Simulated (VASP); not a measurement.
Write the native input for VASP 6.6.1 that does the following.

| Item | Value |
| --- | --- |
| Task | single point |
| Functional | PBE |
| Potentials or basis | VASP PAW PBE potentials, release 64 (Ga_d, O) |
| Cutoff | 600 eV |
| k mesh | 6 × 6 × 6 |
| Occupations | gaussian, width 0.1 eV |
| Spin | no spin polarisation |
| Dipole correction | no |
| Further INCAR settings | ALGO = Normal; EDIFF = 1e-06; NBANDS = 55 |

The structure of Ga2O3 (base) lies in POSCAR:

```
Ga2O3
1.0
    2.5265241451      1.4586893953      4.5413334166
   -2.5265241451      1.4586893953      4.5413334166
    0.0000000000     -2.9173787906      4.5413334166
Ga O
4 6
Direct
    0.3559115254      0.3559115254      0.3559115254
    0.1440884746      0.1440884746      0.1440884746
    0.6440884746      0.6440884746      0.6440884746
    0.8559115254      0.8559115254      0.8559115254
    0.5530571461      0.9469428539      0.2500000000
    0.2500000000      0.5530571461      0.9469428539
    0.9469428539      0.2500000000      0.5530571461
    0.4469428539      0.0530571461      0.7500000000
    0.7500000000      0.4469428539      0.0530571461
    0.0530571461      0.7500000000      0.4469428539
```

The input as run:

INCAR

```
  ALGO = Normal
  EDIFF = 1E-6
  ENCUT = 600
  GGA = PE
  GGA_COMPAT = F
  ISIF = 2
  ISMEAR = 0
  LASPH = T
  LCHARG = F
  LREAL = F
  LWAVE = F
  NBANDS = 55
  NELM = 120
  PREC = Accurate
  SIGMA = 0.1
```

KPOINTS

```
k-points
0
Gamma
  6 6 6
```

Potentials or basis: VASP PAW PBE potentials, release 64 (Ga_d, O).

The run is started by

```bash
$ cat potpaw_PBE.64/Ga_d/POTCAR potpaw_PBE.64/O/POTCAR > POTCAR
$ mpirun -np 1 vasp_std > vasp.out
```

It gave:

- Pressure: 1.1 GPa
- Largest force: 0.003 eV/Å
- Band gap on the k mesh: 2.41 eV, indirect (least direct gap 2.64 eV)

It took 8.7 min on 1 thread of Intel Xeon 8259CL, with other jobs on the host, peak memory 0.39 GiB.
